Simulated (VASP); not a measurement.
Here is a VASP 6.6.1 calculation.

Contents of INCAR:

```
PREC = Accurate ; ENCUT = 520
EDIFF = 1E-7 ; ISMEAR = -1
SIGMA = 0.05 ; LREAL = Auto
LASPH = T ; NELM = 80
ALGO = Normal ; ISIF = 2
LWAVE = F ; LCHARG = T
GGA = PE ; LELF = T
LVHAR = T ; NBANDS = 49
ISYM = 0
```

Contents of KPOINTS:

```
Automatic mesh
0
Gamma
  1 1 1
```

File POSCAR:

```
B2O3
1.0
    5.8498440000      0.0085590000      0.0958080000
    0.0085590000      5.7194010000      0.0236370000
    0.0958080000      0.0236370000      5.5609530000
B O
6 9
Direct
    0.3998385326      0.4522223815      0.5149401711
    0.1253683105      0.7463330766      0.3752095438
    0.7689386801      0.8665321229      0.4763279429
    0.5269125406      0.1323076996      0.7745638573
    0.8334580596      0.5377626993      0.2254056010
    0.5358772727      0.2420437734      0.1617390907
    0.3826364875      0.3130836305      0.3212837810
    0.7477259883      0.3467953516      0.1137002357
    0.4630199616      0.3676725963      0.7345685724
    0.6902554440      0.6528493398      0.3998788709
    0.9941156413      0.9391483401      0.4466475655
    0.0472976017      0.6281958929      0.1744706069
    0.2785592288      0.6683670403      0.5330495700
    0.4960920148      0.0480907582      0.0158911063
    0.6331656743      0.9970867445      0.6081487334
```

Potentials or basis: VASP PAW PBE potentials, release 64 (B, O).

Command:

```sh
$ cat potpaw_PBE.64/B/POTCAR potpaw_PBE.64/O/POTCAR > POTCAR
$ mpirun -np 1 vasp_gam > vasp.out
```

Q: What does it give for the largest force?

A: 2.512 eV/Å.

Q: Predict the band gap on the k mesh.

A: 6.12 eV.

Q: Predict the pressure.

A: 3.9 GPa.

Forces in eV/Å, atoms in the order of the input:
```
B   -0.798  1.935  1.175
B   -0.037  0.456  0.139
B    1.310  0.010  0.354
B    0.155  0.152  1.149
B   -0.348  0.182 -0.319
B    1.060 -1.080 -1.557
O   -0.924 -0.184  0.546
O    0.335  0.274  0.356
O    0.439 -1.646 -0.219
O    1.151 -0.787 -0.983
O   -0.296 -0.509 -0.201
O   -0.188 -0.730  0.329
O   -0.068 -0.925 -0.606
O   -0.088  1.369 -1.263
O   -1.703  1.484  1.100
```

Caveat: the k points lie up to 1.13 Å⁻¹ apart.
